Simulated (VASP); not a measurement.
# InSb3 (Fm-3m) in VASP: notebook, part 2 of 2

VASP 6.6.1. Earlier steps stand in the parts before.

**3. Relaxation of cell and atoms, PBE+D3(BJ)**

This run uses another cell than the first one, of 27.32 Å³/atom, 1.055 times its volume.

The input, INCAR:

```
PREC     = Accurate       # precision mode
ENCUT    = 600            # plane-wave cutoff, eV
EDIFF    = 1E-7           # SCF threshold, eV
ISMEAR   = 0              # smearing method
SIGMA    = 0.1            # smearing width, eV
LREAL    = F              # projectors in reciprocal space
LASPH    = T              # aspherical terms in the spheres
NELM     = 100            # most SCF steps
ALGO     = Normal         # electronic algorithm
ISIF     = 3              # what is computed and relaxed
LWAVE    = F              # write WAVECAR
LCHARG   = F              # write CHGCAR
GGA      = PE             # functional
IVDW     = 12             # dispersion correction
IBRION   = 2              # ionic algorithm
NSW      = 100            # ionic steps
EDIFFG   = -0.005         # ionic threshold
```

The input, KPOINTS:

```
regular mesh
0
Gamma
  10 10 10
```

The input, POSCAR:

```
InSb3
1.0
    0.0000000000      3.7945550000      3.7945550000
    3.7945550000      0.0000000000      3.7945550000
    3.7945550000      3.7945550000      0.0000000000
In Sb
1 3
Direct
    0.0000000000      0.0000000000      0.0000000000
    0.2500000000      0.2500000000      0.2500000000
    0.7500000000      0.7500000000      0.7500000000
    0.5000000000      0.5000000000      0.5000000000
```

Potentials or basis: VASP PAW PBE potentials, release 64 (In_d, Sb).

The run is started by

```
$ cat potpaw_PBE.64/In_d/POTCAR potpaw_PBE.64/Sb/POTCAR > POTCAR
$ mpirun -np 1 vasp_std > vasp.out
```

Wall time 4.6 min (1 thread of Intel Xeon Platinum 8488C (Sapphire Rapids), shared host); peak memory 0.4 GiB.

Results (log left out):

```
Free energy                            : -16.2176 eV
Relaxed volume                         : 25.87 Å³/atom
Relaxed cell                           : a = 5.270 Å, b = 5.270 Å, c = 5.270 Å, α = 60.00°, β = 60.00°, γ = 60.00°
Space group after relaxing (to 0.05 Å) : Fm-3m (No. 225)
Energy gained by relaxing              : 13.9 meV/atom
Ionic steps                            : 3
Pressure after relaxing                : 0.0 GPa
Dispersion energy per atom             : -0.490 eV
```

Step by step:
```csv
step,energy change (eV),largest force (eV/Å),pressure (GPa),volume (Å³)
1,0.0000,0.0000,-2.91,109.27
2,-0.0489,0.0000,1.15,101.62
3,-0.0555,0.0000,0.01,103.47
```

Final structure:
```xyz
4
Lattice="0.0000 3.7262 3.7262 3.7262 0.0000 3.7262 3.7262 3.7262 0.0000" Properties=species:S:1:pos:R:3 pbc="T T T"
In    0.0000    0.0000    0.0000
Sb    1.8631    1.8631    1.8631
Sb    5.5892    5.5892    5.5892
Sb    3.7262    3.7262    3.7262
```

Levels at points of the mesh, in eV from the Fermi level:
```tsv
k point	band 10	band 11	band 12	band 13	band 14	band 15	band 16	band 17	band 18
(0.00, 0.00, 0.00)	-2.62	-2.62	-2.50	-2.50	-2.50	-2.08	-0.76	-0.76	-0.76
(0.50, 0.00, 0.00)	-3.60	-3.60	-2.77	-2.77	-0.12	0.06	2.04	2.04	3.10
(0.50, 0.50, 0.00)	-5.34	-5.34	0.55	0.99	0.99	1.50	1.87	1.93	1.93
```

Caveat: the bands computed are all filled at some k points, so no gap is given; spin-orbit coupling is left out, which moves the levels of the heavy elements.

**4. Single point, PBE+D3(BJ)**

This run uses another cell than the first one, of 27.32 Å³/atom, 1.055 times its volume.

The input, INCAR:

```
ALGO = Normal
EDIFF = 1E-6
ENCUT = 520
GGA = PE
ISIF = 2
ISMEAR = 0
IVDW = 12
LASPH = T
LCHARG = F
LREAL = F
LWAVE = F
NBANDS = 22
NELM = 100
PREC = Accurate
SIGMA = 0.1
```

The input, KPOINTS:

```
k-points
0
Gamma
  4 4 4
```

POSCAR is that of step 3.

The run is started by

```
$ cat potpaw_PBE.64/In_d/POTCAR potpaw_PBE.64/Sb/POTCAR > POTCAR
$ mpirun -np 1 vasp_std > vasp.out
```

It took 21 s on 1 thread of Intel Xeon Platinum 8488C (Sapphire Rapids), shared host; peak memory 0.24 GiB.

The run converged. Its results:

```
Free energy                : -15.9416 eV
Pressure                   : -4.1 GPa
Band gap on the k mesh     : zero (band 14 reaches 9.13 eV, above the bottom of band 15 at 5.65 eV)
Dispersion energy per atom : -0.464 eV
```

Levels at points of the mesh, in eV from the Fermi level:
```
           k point  band 11  band 12  band 13  band 14  band 15  band 16  band 17  band 18
(0.00, 0.00, 0.00)    -2.46    -2.37    -2.37    -2.37    -2.30    -0.66    -0.66    -0.66
(0.50, 0.00, 0.00)    -3.41    -2.58    -2.58    -0.23    -0.08     1.94     1.94     3.08
(0.50, 0.50, 0.00)    -5.04     0.35     0.91     0.91     1.26     1.72     1.82     1.82
```

Caveat: spin-orbit coupling is left out, which moves the levels of the heavy elements; pairwise dispersion overbinds metals, which lowers pressure and volume.

**5. Single point, PBE+D3(BJ)**

The input, INCAR:

```
SYSTEM = InSb3
ALGO = Normal ; EDIFF = 1E-7
ENCUT = 520 ; GGA = PE
ISIF = 2 ; ISMEAR = 0
IVDW = 12 ; LASPH = .TRUE.
LCHARG = .FALSE. ; LREAL = .FALSE.
LWAVE = .FALSE. ; NBANDS = 22
NELM = 60 ; PREC = Accurate
SIGMA = 0.15
```

The input, KPOINTS:

```
k-points
0
G
  8 8 8
  0 0 0
```

The input, POSCAR:

```
InSb3
1.0
    0.0000000000      3.7279225313      3.7279225313
    3.7279225313      0.0000000000      3.7279225313
    3.7279225313      3.7279225313      0.0000000000
In Sb
1 3
Direct
    0.0000000000      0.0000000000      0.0000000000
    0.2500000000      0.2500000000      0.2500000000
    0.7500000000      0.7500000000      0.7500000000
    0.5000000000      0.5000000000      0.5000000000
```

Potentials or basis: VASP PAW PBE potentials, release 64 (In_d, Sb).

The run is started by

```
$ cat potpaw_PBE.64/In_d/POTCAR potpaw_PBE.64/Sb/POTCAR > POTCAR
$ mpirun -np 1 vasp_std > vasp.out
```

OUTCAR:

```text
SYSTEM = InSb3
   EDIFF = 1E-7
   ENCUT = 520
   GGA = PE
   ISIF = 2
   ISMEAR = 0
   IVDW = 12
   LASPH = .TRUE.
   LREAL = .FALSE.
   NELM = 60
   PREC = Accurate
 IVDW          = 12

 ion  position               nearest neighbor table
   1  0.000  0.000  0.000-   2 3.23   3 3.23   3 3.23   3 3.23   3 3.23   2 3.23   2 3.23   2 3.23
                             4 3.73   4 3.73   4 3.73   4 3.73   4 3.73   4 3.73
   2  0.250  0.250  0.250-   1 3.23   4 3.23   1 3.23   1 3.23   1 3.23   4 3.23   4 3.23   4 3.23
                             3 3.73   3 3.73   3 3.73   3 3.73   3 3.73   3 3.73
   3  0.750  0.750  0.750-   1 3.23   4 3.23   4 3.23   4 3.23   4 3.23   1 3.23   1 3.23   1 3.23
                             2 3.73   2 3.73   2 3.73   2 3.73   2 3.73   2 3.73
   4  0.500  0.500  0.500-   2 3.23   3 3.23   2 3.23   2 3.23   2 3.23   3 3.23   3 3.23   3 3.23
                             1 3.73   1 3.73   1 3.73   1 3.73   1 3.73   1 3.73

  LATTYP: Found a face centered cubic cell.
 ALAT       =     7.4558450626

  Lattice vectors:

 A1 = (   0.0000000000,   3.7279225313,   3.7279225313)
 A2 = (   3.7279225313,   0.0000000000,   3.7279225313)
 A3 = (   3.7279225313,   3.7279225313,   0.0000000000)

[... 178 lines left out ...]
 E-fermi :   8.6610     XC(G=0): -10.3781

 val. band max:        8.6499778312   @ k =  -0.3750   0.3750   0.0000
 cond. band min:       8.6668032577   @ k =   0.5000   0.0000   0.0000
 fundamental gap:      0.0168254265
 Fermi energy:         8.6610284230

 k-point     1 :       0.0000    0.0000    0.0000
  band No.  band energies     occupation
      1      -5.9001      2.00000
      2      -5.9001      2.00000
      3      -5.9001      2.00000
      4      -5.8623      2.00000
      5      -5.8623      2.00000
      6      -3.9821      2.00000
[... 589 lines left out ...]
     21      13.9962      0.00000
     22      16.5081      0.00000

 [... further k-points ...]

------------------------ aborting loop because EDIFF is reached ----------------------------------------

 Edisp (eV)   -1.95547

 E8    (eV) :    -0.9171

  FORCE on cell =-STRESS in cart. coord.  units (eV):
  Direction    XX          YY          ZZ          XY          YZ          ZX
  --------------------------------------------------------------------------------------
  -------------------------------------------------------------------------------------
  Total      -0.15223    -0.15223    -0.15223     0.00000     0.00000     0.00000
  in kB      -2.35380    -2.35380    -2.35380     0.00000     0.00000     0.00000
  external pressure =       -2.35 kB  Pullay stress =        0.00 kB

 VOLUME and BASIS-vectors are now :
 -----------------------------------------------------------------------------
  energy-cutoff  :      520.00
  volume of cell :      103.62
      direct lattice vectors                 reciprocal lattice vectors
     0.000000000  3.727922531  3.727922531    -0.134122959  0.134122959  0.134122959
     3.727922531  0.000000000  3.727922531     0.134122959 -0.134122959  0.134122959
     3.727922531  3.727922531  0.000000000     0.134122959  0.134122959 -0.134122959

 POSITION                                       TOTAL-FORCE (eV/Angst)
 -----------------------------------------------------------------------------------
      0.00000      0.00000      0.00000        -0.000000     -0.000000     -0.000000
      1.86396      1.86396      1.86396         0.000000      0.000000     -0.000000
      5.59188      5.59188      5.59188        -0.000000      0.000000      0.000000
      3.72792      3.72792      3.72792        -0.000000     -0.000000     -0.000000
 -----------------------------------------------------------------------------------
    total drift:                               -0.000000      0.000000      0.000000

  FREE ENERGIE OF THE ION-ELECTRON SYSTEM (eV)
  ---------------------------------------------------
  free  energy   TOTEN  =       -16.2363773698 eV

  energy  without entropy=      -16.2161187095  energy(sigma->0) =      -16.22624804
```

OSZICAR:

```text
N       E                     dE             d eps       ncg     rms          rms(c)
DAV:   1     0.194126270525E+03    0.19413E+03   -0.11061E+04  1276   0.120E+03
DAV:   2     0.176088869452E+01   -0.19237E+03   -0.18545E+03  1438   0.300E+02
DAV:   3    -0.137804460621E+02   -0.15541E+02   -0.15023E+02  1596   0.855E+01
DAV:   4    -0.142974276995E+02   -0.51698E+00   -0.51532E+00  1448   0.165E+01
DAV:   5    -0.143215087128E+02   -0.24081E-01   -0.24079E-01  1846   0.363E+00    0.400E+00
DAV:   6    -0.142887775302E+02    0.32731E-01   -0.62568E-02  1684   0.311E+00    0.222E+00
DAV:   7    -0.142813089382E+02    0.74686E-02   -0.29197E-02  1770   0.164E+00    0.277E-01
DAV:   8    -0.142808565849E+02    0.45235E-03   -0.25144E-03  1626   0.554E-01    0.918E-02
DAV:   9    -0.142809044546E+02   -0.47870E-04   -0.26457E-04  1480   0.107E-01    0.325E-02
DAV:  10    -0.142809038534E+02    0.60120E-06   -0.11343E-05  1690   0.223E-02    0.839E-03
DAV:  11    -0.142809054979E+02   -0.16445E-05   -0.19381E-06  1532   0.115E-02    0.491E-03
DAV:  12    -0.142809042922E+02    0.12057E-05   -0.20559E-07  1142   0.596E-03    0.985E-04
DAV:  13    -0.142809044817E+02   -0.18952E-06   -0.17447E-08   782   0.127E-03    0.420E-04
DAV:  14    -0.142809044325E+02    0.49253E-07   -0.54712E-09   728   0.807E-04
   1 F= -.16236377E+02 E0= -.16226248E+02  d E =-.202587E-01
```

It took 1.8 min on 1 thread of Intel Xeon 8259CL, shared host; peak memory 0.28 GiB.

Results:

* Free energy: -16.2364 eV
* Pressure: -0.2 GPa
* Band gap on the k mesh: zero (band 14 reaches 9.89 eV, above the bottom of band 15 at 6.55 eV)
* Dispersion energy per atom: -0.489 eV

Levels at points of the mesh, in eV from the Fermi level:
```
           k point  band 12  band 13  band 14  band 15  band 16  band 17
(0.00, 0.00, 0.00)    -2.55    -2.55    -2.55    -2.12    -0.79    -0.79
(0.50, 0.00, 0.00)    -2.80    -2.80    -0.16     0.01     2.00     2.00
(0.50, 0.50, 0.00)     0.49     0.95     0.95     1.46     1.83     1.88
```

Caveat: spin-orbit coupling is left out, which moves the levels of the heavy elements; pairwise dispersion overbinds metals, which lowers pressure and volume.

**6. Overview**

| task | cell | k mesh | cutoff (eV) | smearing | gap on the mesh (eV) | pressure (GPa) |
| --- | --- | --- | --- | --- | --- | --- |
| single point | a = 5.272 Å, angles 60.0°, 4 atoms | 10 × 10 × 10 | 520 | gaussian 0.1 eV | none | -0.1 |
| relaxation of cell and atoms | relaxed from a = 5.366 Å, angles 60.0°, 4 atoms | 10 × 10 × 10 | 600 | gaussian 0.1 eV | - | 0.0 |
| single point | a = 5.366 Å, angles 60.0°, 4 atoms | 4 × 4 × 4 | 520 | gaussian 0.1 eV | none | -4.1 |
| single point | a = 5.272 Å, angles 60.0°, 4 atoms | 8 × 8 × 8 | 520 | gaussian 0.15 eV | none | -0.2 |

Alike in all rows: level PBE+D3(BJ); potentials or basis VASP PAW PBE potentials, release 64 (In_d, Sb); no spin polarisation.

Caveats: spin-orbit coupling is left out, which moves the levels of the heavy elements; pairwise dispersion overbinds metals, which lowers pressure and volume (some runs); the bands computed are all filled at some k points, so no gap is given (some runs).

Total energies depend on the potentials used, so only differences within one code and one set of settings carry meaning.
